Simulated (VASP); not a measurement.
Write the native input for VASP 6.6.1 that does the following.

| Quantity | Value |
| --- | --- |
| Task | electric field gradients |
| Functional | PBE |
| Potentials or basis | VASP PAW PBE potentials, release 64 (Sn_d, O) |
| Cutoff | 520 eV |
| k mesh | 12 × 12 × 12 |
| Occupations | fermi-dirac, width 0.08 eV |
| Spin | no spin polarisation |
| Dipole correction | no |
| Further INCAR settings | ALGO = Normal; EDIFF = 1e-08; NBANDS = 17 |

The structure of SnO (zincblende type) lies in POSCAR:

```
SnO
1.0
    0.0000000000      2.7736192770      2.7736192770
    2.7736192770      0.0000000000      2.7736192770
    2.7736192770      2.7736192770      0.0000000000
Sn O
1 1
Direct
    0.0000000000      0.0000000000      0.0000000000
    0.2500000000      0.2500000000      0.2500000000
```

This cell differs from its parent crystal: volume scaled by 1.04.

One way to write it, as run:

INCAR

```
ALGO = Normal
EDIFF = 1E-8
ENCUT = 520
GGA = PE
ISIF = 2
ISMEAR = -1
LASPH = T
LCHARG = F
LEFG = T
LREAL = F
LWAVE = F
NBANDS = 17
NELM = 60
PREC = Accurate
SIGMA = 0.08
```

KPOINTS

```
k-points
0
Gamma
  12 12 12
```

Potentials or basis: VASP PAW PBE potentials, release 64 (Sn_d, O).

The run is started by

```console
$ cat potpaw_PBE.64/Sn_d/POTCAR potpaw_PBE.64/O/POTCAR > POTCAR
$ mpirun -np 1 vasp_std > vasp.out
```

Results of the run:

* Pressure: -2.1 GPa
* Band gap on the k mesh: zero (band 10 reaches 5.23 eV, above the bottom of band 11 at 5.04 eV)

Caveat: without QUAD_EFG the Cq values of the log hold for a quadrupole moment of 1 mb, not for the nuclei; spin-orbit coupling is left out, which moves the levels of the heavy elements.

It used 52 s of CPU time on 1 thread of Intel Xeon 6975P-C, with other jobs on the host.
